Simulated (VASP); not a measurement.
Runs of VASP 6.6.1 on Au. The structure is that of space group Im-3m (No. 229), or close to it. The cells are those of the table. 

```csv
cell,gap on the mesh (eV),pressure (GPa)
"a = 2.725 Å, angles 109.5°, 1 atom",none,19.6
"a = 2.806 Å, angles 109.5°, 1 atom",none,(a)
"a = 2.629 Å, angles 109.5°, 1 atom",none,59.6
"a = 2.670 Å, angles 109.5°, 1 atom",none,39.6
```

Alike in all rows: task single point; level PBEsol; potentials or basis VASP PAW PBE potentials, release 64 (Au); no spin polarisation; k mesh 10 × 10 × 10; cutoff (eV) 500; smearing gaussian 0.1 eV.

Fill in the values left out.

(a) -0.3.

Caveats: the PAW data sets were made with another functional, which shifts forces and pressure a little; spin-orbit coupling is left out, which moves the levels of the heavy elements.

A k mesh can miss the band edges, and the runs leave out spin-orbit coupling on Au.

A gap of «none» marks levels without a gap at the run's occupations.
